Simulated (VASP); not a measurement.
A run of VASP 6.6.1 is set up as follows.

INCAR

```
PREC     = Accurate       # precision mode
ENCUT    = 600            # plane-wave cutoff, eV
EDIFF    = 1E-6           # SCF threshold, eV
ISMEAR   = 0              # smearing method
SIGMA    = 0.2            # smearing width, eV
LREAL    = F              # projectors in reciprocal space
LASPH    = T              # aspherical terms in the spheres
NELM     = 120            # most SCF steps
ALGO     = Normal         # electronic algorithm
ISIF     = 2              # what is computed and relaxed
LWAVE    = F              # write WAVECAR
LCHARG   = F              # write CHGCAR
GGA      = PE             # functional
NBANDS   = 29             # bands
GGA_COMPAT= F
```

KPOINTS

```
regular mesh
0
Gamma
  3 3 3
```

POSCAR

```
Mg4CdS3
1.0
   -3.3722637094      3.3722637094      3.3722637094
    3.3722637094     -3.3722637094      3.3722637094
    3.3722637094      3.3722637094     -3.3722637094
Mg Cd S
4 1 3
Direct
    0.5000000000      0.5000000000      0.5000000000
    0.0000000000      0.0000000000      0.5000000000
    0.0000000000      0.5000000000      0.0000000000
    0.5000000000      0.0000000000      0.0000000000
    0.0000000000      0.0000000000      0.0000000000
    0.0000000000      0.5000000000      0.5000000000
    0.5000000000      0.0000000000      0.5000000000
    0.5000000000      0.5000000000      0.0000000000
```

Potentials or basis: VASP PAW PBE potentials, release 64 (Mg, Cd, S).

Launch:

```sh
$ cat potpaw_PBE.64/Mg/POTCAR potpaw_PBE.64/Cd/POTCAR potpaw_PBE.64/S/POTCAR > POTCAR
$ mpirun -np 1 vasp_std > vasp.out
```

Question: Predict the pressure.

Answer: -0.6 GPa.

Question: Estimate the band gap on the k mesh.

Answer: Zero (band 19 reaches 5.08 eV, above the bottom of band 20 at 4.27 eV).

Caveat: the k points lie up to 0.44 Å⁻¹ apart.
